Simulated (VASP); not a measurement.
# Na (I4/mmm) in VASP: notebook

The runs below take Na through single point, with PBEsol.

All numbers are computed with VASP 6.6.1; they aren't measurements. Logs are shortened: lines on timing, memory, paths and dates and some standing lists are left out, and cuts for length are marked.

## Step 1: The cell of the first run

It takes space group I4/mmm (No. 139, tetragonal). Conventional cell: a = 3.727 Å, b = 3.727 Å, c = 5.485 Å, α = 90.00°, β = 90.00°, γ = 90.00°. Na (site symmetry 4/mmm) has 12 Na at 3.73 to 3.80 Å within 4.9 Å.

## Step 2: Single point, PBEsol

Contents of INCAR:

```
PREC     = Accurate       # precision mode
ENCUT    = 520            # plane-wave cutoff, eV
EDIFF    = 1E-6           # SCF threshold, eV
ISMEAR   = 0              # smearing method
SIGMA    = 0.15           # smearing width, eV
LREAL    = False          # projectors in reciprocal space
LASPH    = True           # aspherical terms in the spheres
NELM     = 60             # most SCF steps
ALGO     = Normal         # electronic algorithm
ISIF     = 2              # what is computed and relaxed
LWAVE    = False          # write WAVECAR
LCHARG   = False          # write CHGCAR
GGA      = PS             # functional
NBANDS   = 10             # bands
```

Contents of KPOINTS:

```
Automatic mesh
0
Gamma
  16 16 16
```

Contents of POSCAR:

```
Na
1.0
   -1.8635719553      1.8635719553      2.7427000000
    1.8635719553     -1.8635719553      2.7427000000
    1.8635719553      1.8635719553     -2.7427000000
Na
1
Direct
    0.0000000000      0.0000000000      0.0000000000
```

Potentials or basis: VASP PAW PBE potentials, release 64 (Na_pv).

Started as:

```console
> cat potpaw_PBE.64/Na_pv/POTCAR > POTCAR
> mpirun -np 1 vasp_std > vasp.out
```

OUTCAR:

```text
PREC = Accurate
   ENCUT = 520
   EDIFF = 1E-6
   ISMEAR = 0
   LREAL = False
   LASPH = True
   NELM = 60
   ISIF = 2
   GGA = PS

 ion  position               nearest neighbor table
   1  0.000  0.000  0.000-

  LATTYP: Found a body centered tetragonal cell.
 ALAT       =     3.7271439106
 C/A-ratio  =     1.4717435472

  Lattice vectors:

 A1 = (  -1.8635719553,   1.8635719553,   2.7427000000)
 A2 = (   1.8635719553,  -1.8635719553,   2.7427000000)
 A3 = (   1.8635719553,   1.8635719553,  -2.7427000000)

Analysis of symmetry for initial positions (statically):
=====================================================================
 Subroutine PRICEL returns:
 Original cell was already a primitive cell.

 Routine SETGRP: Setting up the symmetry group for a
 body centered tetragonal supercell.

 Subroutine GETGRP returns: Found 16 space group operations
 (whereof 16 operations were pure point group operations)
 out of a pool of 16 trial point group operations.

The static configuration has the point symmetry D_4h.

Analysis of symmetry for dynamics (positions and initial velocities):
=====================================================================
 Subroutine PRICEL returns:
 Original cell was already a primitive cell.

 Routine SETGRP: Setting up the symmetry group for a
 body centered tetragonal supercell.

 Subroutine GETGRP returns: Found 16 space group operations
 (whereof 16 operations were pure point group operations)
 out of a pool of 16 trial point group operations.

The dynamic configuration has the point symmetry D_4h.

 Subroutine INISYM returns: Found 16 space group operations
 (whereof 16 operations are pure point group operations),
 and found     1 'primitive' translations

----------------------------------------------------------------------------------------

                                     Primitive cell

  volume of cell :      38.1005

  direct lattice vectors                    reciprocal lattice vectors
    -1.863571955  1.863571955  2.742700000     0.000000000  0.268301956  0.182302111
     1.863571955 -1.863571955  2.742700000     0.268301956  0.000000000  0.182302111
     1.863571955  1.863571955 -2.742700000     0.268301956  0.268301956  0.000000000

  length of vectors
     3.803709263  3.803709263  3.803709263     0.324376323  0.324376323  0.379436264

  position of ions in fractional coordinates (direct lattice)
     0.000000000  0.000000000  0.000000000

  ion indices of the primitive-cell ions
   primitive index   ion index
                 1           1

----------------------------------------------------------------------------------------

 KPOINTS: Automatic mesh

Automatic generation of k-mesh.
 Grid dimensions read from file:
 generate k-points for:   16   16   16

 Generating k-lattice:

  Cartesian coordinates                     Fractional coordinates (reciprocal lattice)
     0.000000000  0.016768872  0.011393882     0.062500000  0.000000000  0.000000000
     0.016768872  0.000000000  0.011393882     0.000000000  0.062500000  0.000000000
     0.016768872  0.016768872  0.000000000     0.000000000  0.000000000  0.062500000

  Length of vectors
     0.020273520  0.020273520  0.023714767

  Shift w.r.t. Gamma in fractional coordinates (k-lattice)
     0.000000000  0.000000000  0.000000000

 Subroutine IBZKPT returns following result:
 ===========================================

 Found    349 irreducible k-points:

 Following reciprocal coordinates:
            Coordinates               Weight
  0.000000  0.000000  0.000000      1.000000
  0.062500  0.000000  0.000000      8.000000
  0.125000  0.000000  0.000000      8.000000
  0.187500 -0.000000  0.000000      8.000000
  0.250000  0.000000  0.000000      8.000000
  0.312500  0.000000  0.000000      8.000000
[... 16 lines left out ...]
 -0.125000  0.062500  0.000000     16.000000
 -0.062500  0.062500  0.000000      4.000000
 [... further k-points ...]
   k-points           NKPTS =    349   k-points in BZ     NKDIM =    349   number of bands    NBANDS=     10
   number of dos      NEDOS =    301   number of ions     NIONS =      1
   total plane-waves  NPLWV =  21952
   dimension x,y,z NGX =    28 NGY =   28 NGZ =   28
   dimension x,y,z NGXF=    56 NGYF=   56 NGZF=   56
   ions per type =               1
   NGX,Y,Z   is equivalent  to a cutoff of  12.24, 12.24, 12.24 a.u.
   NGXF,Y,Z  is equivalent  to a cutoff of  24.48, 24.48, 24.48 a.u.
 SYSTEM =  unknown system
   PREC   = accura    normal or accurate (medium, high low for compatibility)
   ISTART =      0    job   : 0-new  1-cont  2-samecut
   ICHARG =      2    charge: 1-file 2-atom 10-const
   ISPIN  =      1    spin polarized calculation?
   LNONCOLLINEAR =      F non collinear calculations
   LSORBIT =      F    spin-orbit coupling
   LASPH  =      T    aspherical Exc in radial PAW
   ENCUT  =  520.0 eV  38.22 Ry    6.18 a.u.   7.07  7.07  7.07*2*pi/ulx,y,z
   NELM   =     60;   NELMIN=  2; NELMDL= -5     # of ELM steps
   EDIFF  = 0.1E-05   stopping-criterion for ELM
   LREAL  =      F    real-space projection
   EDIFFG = 0.1E-04   stopping-criterion for IOM
   NSW    =      0    number of steps for IOM
   IBRION =     -1    ionic relax: 0-MD 1-quasi-New 2-CG
   NFREE  =      0    steps in history (QN), initial steepest desc. (CG)
   ISIF   =      2    stress and relaxation
   ISYM   =      2    0-nonsym 1-usesym 2-fastsym
   POTIM  = 0.5000    time-step for ionic-motion
   TEBEG  =    0.0;   TEEND  =   0.0 temperature during run
   PSTRESS=    0.0 pullay stress
   NELECT =       7.0000    total number of electrons
   NUPDOWN=      -1.0000    fix difference up-down
   EMIN   =  10.00;   EMAX   =-10.00  energy-range for DOS
   EFERMI =   0.00;   METHOD = LEGACY
   ISMEAR =     0;   SIGMA  =   0.15  broadening in eV -4-tet -1-fermi 0-gaus
   EFERMI_NEDOS =   21; number of points for ismear=-14 and -15
   IALGO  =     38    algorithm
   IMIX   =      4    mixing-type and parameters
     AMIX     =   0.40;   BMIX     =  1.00
     AMIX_MAG =   1.60;   BMIX_MAG =  1.00
  volume/ion in A,a.u.               =      38.10       257.11
  Fermi-wavevector in a.u.,A,eV,Ry     =   0.930673  1.758718 11.784727  0.866153
  Thomas-Fermi vector in A             =   2.057086
   LORBIT       =      0    0 simple, 1 ext, 2 COOP (PROOUT), +10 PAW based schemes
   GGA     = PS    functional components
   LHFCALC =     F    Hartree Fock is set to
   AEXX    =    0.0000 exact exchange contribution
   IVDW    =     0    specifies the selected vdW correction
   LEPSILON=     F    determine dielectric tensor
   LRPA    =     F    only Hartree local field effects (RPA)
 non-spin polarized calculation
 Gauss-broadening in eV      SIGMA  =   0.15
  energy-cutoff  :      520.00
  volume of cell :       38.10
 maximum number of plane-waves:      1042
   NGX = 15   NGY = 15   NGZ = 15

 number of electron       6.9999987 magnetization

 Free energy of the ion-electron system (eV)
  ---------------------------------------------------
  ext. energy  EPLUGINS =         0.00000000
  ---------------------------------------------------
  free energy    TOTEN  =        -1.40092927 eV

  energy without entropy =       -1.39579679  energy(sigma->0) =       -1.39836303

 E-fermi :   0.2386     XC(G=0):  -6.4291

 val. band max:        0.2246733505   @ k =  -0.4375   0.3125   0.0000
 cond. band min:       0.2467922243   @ k =  -0.1250   0.4375   0.0625
 fundamental gap:      0.0221188737
 Fermi energy:         0.2386417682

 k-point     1 :       0.0000    0.0000    0.0000
  band No.  band energies     occupation
      1     -24.5750      2.00000
      2     -24.5750      2.00000
      3     -24.5748      2.00000
      4      -2.9921      2.00000
      5      11.0740      0.00000
      6      11.2156      0.00000
      7      11.2156      0.00000
      8      12.2403      0.00000
      9      12.6685      0.00000
     10      12.6748      0.00000

 k-point     2 :       0.0625    0.0000    0.0000
  band No.  band energies     occupation
      1     -24.5762      2.00000
      2     -24.5751      2.00000
      3     -24.5751      2.00000
      4      -2.9282      2.00000
      5      10.0714      0.00000
      6      10.9596      0.00000
      7      11.0851      0.00000
      8      12.3276      0.00000
      9      12.9020      0.00000
     10      12.9344      0.00000

 k-point     3 :       0.1250    0.0000    0.0000
  band No.  band energies     occupation
      1     -24.5797      2.00000
      2     -24.5756      2.00000
      3     -24.5755      2.00000
      4      -2.7371      2.00000
      5       8.5586      0.00000
      6      10.6492      0.00000
      7      10.8375      0.00000
      8      12.0359      0.00000
      9      13.4483      0.00000
     10      13.4681      0.00000

 k-point     4 :       0.1875   -0.0000    0.0000
  band No.  band energies     occupation
      1     -24.5849      2.00000
      2     -24.5765      2.00000
      3     -24.5761      2.00000
      4      -2.4200      2.00000
      5       7.0729      0.00000
      6      10.3573      0.00000
      7      10.6146      0.00000
      8      11.7243      0.00000
      9      12.9803      0.00000
     10      13.8266      0.00000

 k-point     5 :       0.2500    0.0000    0.0000
  band No.  band energies     occupation
      1     -24.5911      2.00000
      2     -24.5776      2.00000
      3     -24.5768      2.00000
      4      -1.9794      2.00000
      5       5.6624      0.00000
      6      10.1324      0.00000
      7      10.4617      0.00000
      8      11.4641      0.00000
      9      12.3465      0.00000
     10      13.1713      0.00000

 k-point     6 :       0.3125    0.0000    0.0000
  band No.  band energies     occupation
      1     -24.5973      2.00000
      2     -24.5786      2.00000
      3     -24.5774      2.00000
      4      -1.4181      2.00000
      5       4.3429      0.00000
      6       9.9871      0.00000
      7      10.3895      0.00000
      8      11.2434      0.00000
      9      11.8588      0.00000
     10      12.5295      0.00000
[... 183 lines left out ...]
 k-point    21 :      -0.2500    0.0625   -0.0000
  band No.  band energies     occupation
      1     -24.5894      2.00000
      2     -24.5779      2.00000
      3     -24.5768      2.00000
      4      -2.0751      2.00000
      5       6.1421      0.00000
      6       9.5485      0.00000
      7      10.1478      0.00000
      8      12.1091      0.00000
      9      12.6528      0.00000
     10      13.4321      0.00000

 k-point    22 :      -0.1875    0.0625   -0.0000
  band No.  band energies     occupation
      1     -24.5836      2.00000
      2     -24.5769      2.00000
      3     -24.5761      2.00000
      4      -2.4766      2.00000
      5       7.5685      0.00000
      6       9.8015      0.00000
      7      10.3671      0.00000
      8      12.4876      0.00000
      9      12.8992      0.00000
     10      13.3339      0.00000

 k-point    23 :      -0.1250    0.0625    0.0000
  band No.  band energies     occupation
      1     -24.5789      2.00000
      2     -24.5760      2.00000
      3     -24.5756      2.00000
      4      -2.7538      2.00000
      5       9.0431      0.00000
      6      10.1385      0.00000
      7      10.5599      0.00000
      8      12.1852      0.00000
      9      13.1554      0.00000
     10      13.9439      0.00000

 k-point    24 :      -0.0625    0.0625    0.0000
  band No.  band energies     occupation
      1     -24.5762      2.00000
      2     -24.5755      2.00000
      3     -24.5752      2.00000
      4      -2.9047      2.00000
      5      10.3684      0.00000
      6      10.5025      0.00000
      7      10.6050      0.00000
      8      12.2244      0.00000
      9      13.2560      0.00000
     10      13.4162      0.00000

 [... further k-points ...]
[... 5 lines left out ...]
  --------------------------------------------------------------------------------------
  -------------------------------------------------------------------------------------
  Total       -0.0740070     -0.0740070     -0.1061211      0.0000000      0.0000000      0.0000000
  in kB       -3.1120957     -3.1120957     -4.4625361      0.0000000      0.0000000      0.0000000
  external PRESSURE =      -3.5622425 kB  Pullay stress =       0.0000000 kB

 VOLUME and BASIS-vectors are now :
 -----------------------------------------------------------------------------
  energy-cutoff  :      520.00
  volume of cell :       38.10
      direct lattice vectors                 reciprocal lattice vectors
    -1.863571955  1.863571955  2.742700000     0.000000000  0.268301956  0.182302111
     1.863571955 -1.863571955  2.742700000     0.268301956  0.000000000  0.182302111
     1.863571955  1.863571955 -2.742700000     0.268301956  0.268301956  0.000000000

 POSITION                                       TOTAL-FORCE (eV/Angst)
 -----------------------------------------------------------------------------------
      0.00000      0.00000      0.00000         0.000000      0.000000      0.000000
 -----------------------------------------------------------------------------------
    total drift:                               -0.000000     -0.000000     -0.000000

  FREE ENERGIE OF THE ION-ELECTRON SYSTEM (eV)
  ---------------------------------------------------
  free  energy   TOTEN  =        -1.4009292691 eV

  energy  without entropy=       -1.3957967917  energy(sigma->0) =       -1.39836303
```

Wall time 53 s (1 thread of Intel Xeon Platinum 8488C (Sapphire Rapids), shared host); peak memory 0.23 GiB.

Results:

```yaml
Free_energy: -1.4009 eV
Pressure: -0.4 GPa
```

Caveat: the PAW data sets were made with another functional, which shifts forces and pressure a little.

(Part 1 of 3 ends here.)
